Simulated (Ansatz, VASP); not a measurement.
# PbSe: VASP beside Ansatz

```
Pb Se
1.0
     3.78432    0.00000    0.00000
     0.00000    3.78432    0.00000
     0.00000    0.00000    3.78432
Pb Se
1 1
Direct
  0.00000 0.00000 0.00000
  0.50000 0.50000 0.50000
```

Alike in both runs: task single point; functional PBE; k mesh 7 × 7 × 7; occupations gaussian, width 0.013 eV; no spin polarisation.

```csv
,VASP,Ansatz
version,VASP 6.6.1,Ansatz 0.2.0
potentials or method,"VASP PAW PBE potentials, release 64 (Pb_d, Se)",Ansatz PAW
plane-wave cutoff (eV),500,420
valence electrons in the cell,20,30
```

```tsv
	VASP	Ansatz	Ansatz less VASP
gap on the k mesh at the Fermi level (eV)	none	none	-
pressure (GPa)	-0.2	-0.2	+0.02
```

A gap of «none» marks a metal or a gap that the smearing closes. VASP's potentials hold 20 valence electrons a cell and Ansatz's 30, so a difference there can come from the potentials and not from the codes.

Spin-orbit coupling is off throughout.
